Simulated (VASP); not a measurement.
Here is a VASP 6.6.1 calculation.

File POSCAR:

```
GaN
1.0
    0.0000000000      2.1085153689      2.1085153689
    2.1085153689      0.0000000000      2.1085153689
    2.1085153689      2.1085153689      0.0000000000
Ga N
1 1
Direct
    0.5000000000      0.5000000000      0.5000000000
    0.0000000000      0.0000000000      0.0000000000
```

Contents of INCAR.step1:

```
ALGO = Normal
EDIFF = 1E-8
ENCUT = 500
GGA = PE
ISMEAR = 0
LASPH = T
LCHARG = F
LREAL = F
LWAVE = T
NELM = 100
PREC = Accurate
SIGMA = 0.01
```

File INCAR.step2:

```
ALGO = Exact
EDIFF = 1E-8
ENCUT = 500
GGA = PE
ISMEAR = 0
ISTART = 1
LASPH = T
LCHARG = F
LOPTICS = T
LREAL = F
LWAVE = T
NBANDS = 39
NELM = 1
PREC = Accurate
SIGMA = 0.01
```

Contents of INCAR.step3:

```
ALGO = EVGW0
EDIFF = 1E-8
ENCUT = 500
ENCUTGW = 60.0
GGA = PE
ISMEAR = 0
ISTART = 1
LASPH = T
LCHARG = F
LREAL = F
LWAVE = F
NBANDS = 39
NBANDSGW = 17
NELMGW = 1
NOMEGA = 48
PREC = Accurate
PRECFOCK = Fast
SIGMA = 0.01
```

The input KPOINTS:

```
k-points
0
Gamma
  4 4 4
```

Potentials or basis: VASP PAW PBE potentials, release 64 (Ga_d_GW, N_GW).

Run with:

```console
$ cat potpaw_PBE.64/Ga_d_GW/POTCAR potpaw_PBE.64/N_GW/POTCAR > POTCAR
$ cp INCAR.step1 INCAR
$ mpirun -np 1 vasp_std > vasp.out
$ cp INCAR.step2 INCAR
$ mpirun -np 1 vasp_std > vasp.out
$ cp INCAR.step3 INCAR
$ mpirun -np 1 vasp_std > vasp.out
```

Problem. Estimate the quasiparticle gap.

Solution. 1.58 eV.

Problem. Estimate the least direct quasiparticle gap.

Solution. 3.53 eV.

Problem. Predict the band gap on the k mesh, mean-field level.

Solution. 0.72 eV, indirect (least direct gap 2.80 eV).

Caveat: the k points lie up to 0.65 Å⁻¹ apart; bands, screening cutoff and mesh are small and nothing is extrapolated, so the quasiparticle values aren't converged. A k mesh can miss the band edges.
